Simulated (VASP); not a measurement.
Input of a VASP 6.6.1 run:

The input INCAR:

```
SYSTEM = NiO2
  ALGO = Normal
  EDIFF = 1E-6
  ENCUT = 600
  GGA = PS
  GGA_COMPAT = .FALSE.
  ISIF = 2
  ISMEAR = -1
  ISPIN = 2
  LASPH = .TRUE.
  LCHARG = .TRUE.
  LELF = .TRUE.
  LMAXMIX = 4
  LORBIT = 11
  LREAL = .FALSE.
  LVHAR = .TRUE.
  LWAVE = .FALSE.
  MAGMOM = 1 1 0 0 0 0
  NBANDS = 43
  NELM = 200
  PREC = Accurate
  SIGMA = 0.05
```

KPOINTS

```
k-points
0
G
  10 10 3
  0 0 0
```

Contents of POSCAR:

```
NiO2
1.0
    2.7834070305      0.0000000000      0.0000000000
   -1.3917035153      2.4105011975      0.0000000000
    0.0000000000      0.0000000000     10.8383444228
Ni O
2 4
Direct
    0.0000000000      0.0000000000      0.5000000000
    0.0000000000      0.0000000000      0.0000000000
    0.3333333333      0.6666666667      0.5861350072
    0.3333333333      0.6666666667      0.9138649928
    0.6666666667      0.3333333333      0.4138649928
    0.6666666667      0.3333333333      0.0861350072
```

Potentials or basis: VASP PAW PBE potentials, release 64 (Ni_sv_GW, O).

Command:

```sh
$ cat potpaw_PBE.64/Ni_sv_GW/POTCAR potpaw_PBE.64/O/POTCAR > POTCAR
$ mpirun -np 1 vasp_std > vasp.out
```

(1) Predict the largest force.

(2) What does it give for the net moment?

## Answers

(1) 0.037 eV/Å.

(2) 0.00 μB per cell.

Caveat: the PAW data sets were made with another functional, which shifts forces and pressure a little.
